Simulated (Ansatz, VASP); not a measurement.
Two plane-wave programs on AgCl

The input POSCAR:

```
AgCl
1.0
   -0.0625588467      2.9932462515      2.9932462515
    2.9932462515     -0.0625588467      2.9932462515
    2.9306874048      2.9306874048      0.0000000000
Ag Cl
1 1
Direct
   -0.0071642806     -0.0071642806      0.0071642806
    0.2571642806      0.2571642806      0.2428357194
```

INCAR.step1

```
SYSTEM = AgCl
ALGO = Normal
EDIFF = 1E-4
ENCUT = 520
GGA = PE
ISMEAR = 0
LASPH = .True.
LCHARG = .False.
LREAL = .False.
LWAVE = .True.
NBANDS = 16
NELM = 60
PREC = Accurate
SIGMA = 0.01
```

The input INCAR.step2:

```
SYSTEM = AgCl
ALGO = Normal
EDIFF = 1E-6
ENCUT = 520
ISIF = 2
ISMEAR = 0
ISTART = 1
LASPH = .True.
LCHARG = .False.
LMIXTAU = .True.
LREAL = .False.
LWAVE = .False.
METAGGA = R2SCAN
NBANDS = 16
NELM = 60
PREC = Accurate
SIGMA = 0.01
```

File KPOINTS:

```
k-points
0
Gamma
  8 8 8
  0 0 0
```

Input for Ansatz:

```yaml
crystal:
  lattice:
    - [-0.0625588467, 2.9932462515, 2.9932462515]
    - [2.9932462515, -0.0625588467, 2.9932462515]
    - [2.9306874048, 2.9306874048, 0.0]
  atoms:
    - { symbol: Ag, position: [-0.0071642806, -0.0071642806, 0.0071642806] }
    - { symbol: Cl, position: [0.2571642806, 0.2571642806, 0.2428357194] }
kpoints:
  mp_grid: { grid: [8, 8, 8] }
  band_path:
    path:
      - [0.0, 0.0, 0.0]
      - [-0.5, -0.5, 0.0]
      - [-0.375, -0.375, 0.25]
      - [-0.375, 0.0, 0.375]
      - [0.0, 0.0, 0.5]
      - [-0.5, -0.25, 0.25]
    npoints: 1
hamiltonian:
  xc: r2scan
scf:
  occupations: { method: fixed }
  n_extra_bands: 4
output:
  forces: true
  stress: true
  eigenvalues: true
```

Change from the starting cell: shear_xy strain -4.2%.

Alike in both runs: task single point; functional r2SCAN; k mesh 8 × 8 × 8; no spin polarisation.

```csv
,VASP,Ansatz
version,VASP 6.6.1,Ansatz 0.2.0
potentials or method,"VASP PAW PBE potentials, release 64 (Ag, Cl)","plane waves, PAW"
plane-wave cutoff (eV),520,500
occupations,"gaussian, width 0.01 eV",fixed
valence electrons in the cell,18,26
```

```csv
,VASP,Ansatz,Ansatz less VASP
gap on the k mesh at the Fermi level (eV),1.56,1.61,+0.048
pressure (GPa),-0.1,0.0,+0.07
"traceless stress, the component that is largest in VASP (GPa)",0.09,0.08,-0.008
```

VASP's potentials were made for PBE, not for r2SCAN. VASP's potentials hold 18 valence electrons a cell and Ansatz's 26, so a difference there can come from the potentials and not from the codes.
